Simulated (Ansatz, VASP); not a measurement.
BP: VASP beside Ansatz

INCAR

```
PREC = Accurate ; ENCUT = 520
EDIFF = 1E-6 ; ISMEAR = 0
SIGMA = 0.05 ; LREAL = F
LASPH = T ; NELM = 80
ALGO = Normal ; ISIF = 2
LWAVE = F ; LCHARG = F
GGA = PE ; NBANDS = 11
```

File KPOINTS:

```
regular mesh
0
Gamma
  12 12 12
```

POSCAR

```
BP
1.0
    0.0000000000      2.0964321480      2.2718163719
    2.2718163719      0.0000000000      2.2718163719
    2.2718163719      2.0964321480      0.0000000000
B P
1 1
Direct
    0.0000000000      0.0000000000      0.0000000000
    0.7500000000      0.7500000000      0.7500000000
```

Input for Ansatz:

```yaml
crystal:
  lattice:
    - [0.0, 2.096432148, 2.2718163719]
    - [2.2718163719, 0.0, 2.2718163719]
    - [2.2718163719, 2.096432148, 0.0]
  atoms:
    - { symbol: B, position: [0.0, 0.0, 0.0] }
    - { symbol: P, position: [0.75, 0.75, 0.75] }
basis:
  ecutwfc: 520.0
kpoints:
  mp_grid: { grid: [12, 12, 12] }
hamiltonian:
  xc: pbe
scf:
  occupations: { method: gaussian, width: 0.05 }
output:
  forces: true
  stress: true
  eigenvalues: true
```

Alike in both runs: task single point; functional PBE; k mesh 12 × 12 × 12; occupations gaussian, width 0.05 eV; no spin polarisation.

```csv
,VASP,Ansatz
version,VASP 6.6.1,Ansatz 0.2.0
potentials or method,"VASP PAW PBE potentials, release 64 (B, P), cutoff 520 eV","scalar-relativistic, plane waves, PAW"
valence electrons in the cell,8,8
```

```tsv
	VASP	Ansatz	Ansatz less VASP
gap on the k mesh at the Fermi level (eV)	none	none	-
pressure (GPa)	15.3	15.6	+0.31
traceless stress, the component that is largest in VASP (GPa)	13.32	13.30	-0.026
```

A gap of «none» marks a metal or a gap that the smearing closes.
